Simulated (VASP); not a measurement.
Set up this calculation in VASP 6.6.1, as the native input.

```
Task                   : single point
Functional             : PBE
Potentials or basis    : VASP PAW PBE potentials, release 64 (Si, Sn_d)
Cutoff                 : 520 eV
k mesh                 : 6 × 6 × 1
Occupations            : gaussian, width 0.1 eV
Spin                   : no spin polarisation
Dipole correction      : no
Further INCAR settings : ALGO = Normal; EDIFF = 1e-07; NBANDS = 46
```

The structure of SiSn5 lies in POSCAR:

```
SiSn5
1.0
    3.3071510658      0.0000000000      0.0000000000
   -1.6535755329      2.8640768371      0.0000000000
    0.0000000000      0.0000000000     16.6722817506
Si Sn
1 5
Direct
    0.0000000000      0.0000000000      0.0000000000
    0.6666666667      0.3333333333      0.8572007006
    0.0000000000      0.0000000000      0.6759216051
    0.6666666667      0.3333333333      0.5000000000
    0.0000000000      0.0000000000      0.3240783949
    0.6666666667      0.3333333333      0.1427992994
```

The cell was built from a structure type or drawn by symmetry, and may not be a known phase.

These files were run (other wordings do the same):

INCAR

```
SYSTEM = SiSn5
PREC = Accurate
ENCUT = 520
EDIFF = 1E-7
ISMEAR = 0
SIGMA = 0.1
LREAL = .False.
LASPH = .True.
NELM = 80
ALGO = Normal
ISIF = 2
LWAVE = .False.
LCHARG = .False.
GGA = PE
NBANDS = 46
```

KPOINTS

```
Automatic mesh
0
Gamma
  6 6 1
  0 0 0
```

Potentials or basis: VASP PAW PBE potentials, release 64 (Si, Sn_d).

The run is started by

```bash
$ cat potpaw_PBE.64/Si/POTCAR potpaw_PBE.64/Sn_d/POTCAR > POTCAR
$ mpirun -np 1 vasp_std > vasp.out
```

It gave:

The pressure is 0.0 GPa. The largest force is 0.019 eV/Å and the band gap on the k mesh is zero (bands 37 and 38 overlap by 6.51 eV).

Caveat: the k points lie up to 0.38 Å⁻¹ apart, too coarse for converged energies and pressures of a metal; spin-orbit coupling is left out, which moves the levels of the heavy elements.

Run time: 81 s on 1 thread of Intel(R) Xeon(R) Platinum 8259CL CPU @ 2.50GHz (Skylake/Cascade Lake) (shared host), peak memory 0.3 GiB.
